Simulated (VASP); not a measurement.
Here is a VASP 6.6.1 calculation.

File INCAR:

```
PREC     = Accurate       # precision mode
ENCUT    = 600            # plane-wave cutoff, eV
EDIFF    = 1E-7           # SCF threshold, eV
ISMEAR   = 0              # smearing method
SIGMA    = 0.1            # smearing width, eV
LREAL    = F              # projectors in reciprocal space
LASPH    = T              # aspherical terms in the spheres
NELM     = 100            # most SCF steps
ALGO     = Fast           # electronic algorithm
ISIF     = 3              # what is computed and relaxed
LWAVE    = F              # write WAVECAR
LCHARG   = F              # write CHGCAR
GGA      = PE             # functional
IBRION   = 2              # ionic algorithm
NSW      = 90             # ionic steps
EDIFFG   = -0.04          # ionic threshold
```

File KPOINTS:

```
Automatic mesh
0
Gamma
  9 9 9
```

POSCAR

```
Ru
1.0
    1.4130400140      0.8158190324      6.8291337230
   -1.4130400140      0.8158190324      6.8291337230
    0.0000000000     -1.6316380650      6.8291337230
Ru
3
Direct
    0.0000000000      0.0000000000      0.0000000000
    0.2222200000      0.2222200000      0.2222200000
    0.7777800000      0.7777800000      0.7777800000
```

Potentials or basis: VASP PAW PBE potentials, release 64 (Ru_pv).

Run with:

```sh
$ cat potpaw_PBE.64/Ru_pv/POTCAR > POTCAR
$ mpirun -np 1 vasp_std > vasp.out
```

**Question.** Estimate the band gap on the k mesh.

**Answer.** Zero (bands 21 and 22 overlap by 2.69 eV).

**Question.** What does it give for the space group after relaxing (to 0.1 Å)?

**Answer.** R-3m (No. 166).

**Question.** What does it give for the relaxed cell?

**Answer.** a = 6.658 Å, b = 6.658 Å, c = 6.658 Å, α = 23.57°, β = 23.57°, γ = 23.57°.

**Question.** Estimate the relaxed volume.

**Answer.** 13.81 Å³/atom.

Stress tensor (GPa, compression positive):
```
-0.42  0.00  0.00
 0.00 -0.42  0.00
 0.00  0.00 -0.01
```

Caveat: the highest band is partly filled, so the run has too few bands.
